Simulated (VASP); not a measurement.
A run of VASP 6.6.1 is set up as follows.

File INCAR:

```
SYSTEM = SnTe
  ALGO = Normal
  EDIFF = 1E-7
  ENCUT = 520
  GGA = PE
  ISIF = 2
  ISMEAR = -1
  LASPH = .TRUE.
  LCHARG = .FALSE.
  LREAL = .FALSE.
  LWAVE = .FALSE.
  NBANDS = 17
  NELM = 80
  PREC = Accurate
  SIGMA = 0.02
```

KPOINTS

```
k-points
0
G
  6 6 6
  0 0 0
```

Contents of POSCAR:

```
SnTe
1.0
    0.0000000000      3.1729655592      3.1729655592
    3.1729655592      0.0000000000      3.1729655592
    3.1729655592      3.1729655592      0.0000000000
Sn Te
1 1
Direct
    0.0000000000      0.0000000000      0.0000000000
    0.5000000000      0.5000000000      0.5000000000
```

Potentials or basis: VASP PAW PBE potentials, release 64 (Sn_d, Te).

Run with:

```sh
$ cat potpaw_PBE.64/Sn_d/POTCAR potpaw_PBE.64/Te/POTCAR > POTCAR
$ mpirun -np 1 vasp_std > vasp.out
```

What does it give for the band gap on the k mesh?

0.03 eV, direct.

Estimate the pressure.

1.2 GPa.

Caveat: spin-orbit coupling is left out, which moves the levels of the heavy elements. A k mesh can miss the band edges.
